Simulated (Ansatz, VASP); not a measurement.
**BaH2: VASP beside Ansatz**

```
CELL_PARAMETERS angstrom
6.66346 0.00000 0.00000
0.00000 4.06487 0.00000
0.00000 0.00000 7.70112
ATOMIC_POSITIONS crystal
Ba 0.25982 0.25000 0.88617
Ba 0.24018 0.75000 0.38617
Ba 0.75982 0.25000 0.61383
Ba 0.74018 0.75000 0.11383
H 0.02874 0.25000 0.18405
H 0.47126 0.75000 0.68405
H 0.52874 0.25000 0.31595
H 0.97126 0.75000 0.81595
H 0.64664 0.25000 0.92927
H 0.85336 0.75000 0.42927
H 0.14664 0.25000 0.57073
H 0.35336 0.75000 0.07073
```

Alike in both runs: functional r2SCAN; k mesh 4 × 8 × 4; occupations fermi-dirac, width 0.02 eV; no spin polarisation.

Ansatz relaxed the structure, and its values are those at the end. VASP's run is a single point on that final structure, the one shown.

```csv
,VASP,Ansatz
version,VASP 6.6.1,Ansatz 0.2.0
potentials or method,"VASP PAW PBE potentials, release 64 (Ba_sv, H), cutoff 520 eV",PAW plane waves
valence electrons in the cell,48,48
```

|  | VASP | Ansatz | Ansatz less VASP |
| --- | --- | --- | --- |
| gap on the k mesh at the Fermi level (eV) | 3.25 | 3.27 | +0.018 |
| pressure (GPa) | 2.7 | 2.2 | -0.55 |
| rms of the force components (eV/Å) | 0.005 | 0.001 | -0.0041 |

VASP's potentials were made for PBE, not for r2SCAN. Ansatz's warnings: stress scf threshold loose.

Neither program's run includes spin-orbit coupling.
